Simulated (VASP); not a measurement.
Crystal: CdSe (Cadmoselite).

```xyz
4
Lattice="4.2990 0.0000 0.0000 -2.1495 3.7230 0.0000 0.0000 0.0000 7.0100" Properties=species:S:1:pos:R:3 pbc="T T T"
Cd    0.0000    2.4820    0.0034
Cd    2.1495    1.2410    3.5084
Se    0.0000    2.4820    2.6379
Se    2.1495    1.2410    6.1429
```

Base run:

* Program: VASP 6.6.1
* Functional: r2SCAN
* Potentials or basis: VASP PAW PBE potentials, release 64 (Cd, Se)
* Cutoff: 520 eV
* k mesh: 12 × 12 × 6
* Occupations: fermi-dirac, width 0.02 eV
* Spin: no spin polarisation

Its results: band gap on the k mesh 1.16 eV, direct; pressure 1.9 GPa.

**Question.** The run is repeated on the same cell with these changes: functional from r2SCAN to PBEsol. What comes out?

**Answer.** Band gap on the k mesh 0.55 eV, direct; pressure 0.5 GPa.

r2SCAN gives the wider gap, since meta-GGAs in the generalised Kohn-Sham scheme recover part of the derivative discontinuity.

Caveats: the PAW data sets were made with another functional, which shifts forces and pressure a little.

A k mesh can miss the band edges.
